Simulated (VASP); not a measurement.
A run of VASP 6.6.1 is set up as follows.

The input INCAR:

```
PREC = Accurate ; ENCUT = 520
EDIFF = 1E-6 ; ISMEAR = 0
SIGMA = 0.15 ; LREAL = False
LASPH = True ; NELM = 60
ALGO = Normal ; ISIF = 2
LWAVE = False ; LCHARG = False
GGA = CA ; NBANDS = 50
```

Contents of KPOINTS:

```
regular mesh
0
Gamma
  9 9 8
```

POSCAR

```
Ta2N
1.0
    5.3763138840      0.0000000000      0.0000000000
   -2.6881569420      4.6560244023      0.0000000000
    0.0000000000      0.0000000000      4.6193288891
Ta N
6 3
Direct
    0.6549760690      0.6549760690      0.7526041962
    0.0000000000      0.3450239310      0.7526041962
    0.3450239310      0.0000000000      0.7526041962
    0.3450239310      0.3450239310      0.2473958038
    0.0000000000      0.6549760690      0.2473958038
    0.6549760690      0.0000000000      0.2473958038
    0.6666666667      0.3333333333      0.5000000000
    0.3333333333      0.6666666667      0.5000000000
    0.0000000000      0.0000000000      0.0000000000
```

Potentials or basis: VASP PAW LDA potentials, release 64 (Ta_pv, N).

Run with:

```console
$ cat potpaw_LDA.64/Ta_pv/POTCAR potpaw_LDA.64/N/POTCAR > POTCAR
$ mpirun -np 1 vasp_std > vasp.out
```

Question: Predict the largest force.

Answer: 1.662 eV/Å.

Question: Predict the pressure.

Answer: 3.7 GPa.

Stress tensor (GPa, compression positive):
```
-4.46  0.00  0.00
 0.00 -4.46  0.00
 0.00  0.00 20.13
```

Caveat: forces of over 1 eV/Å act on the atoms, so gaps and moduli don't describe the material at rest.
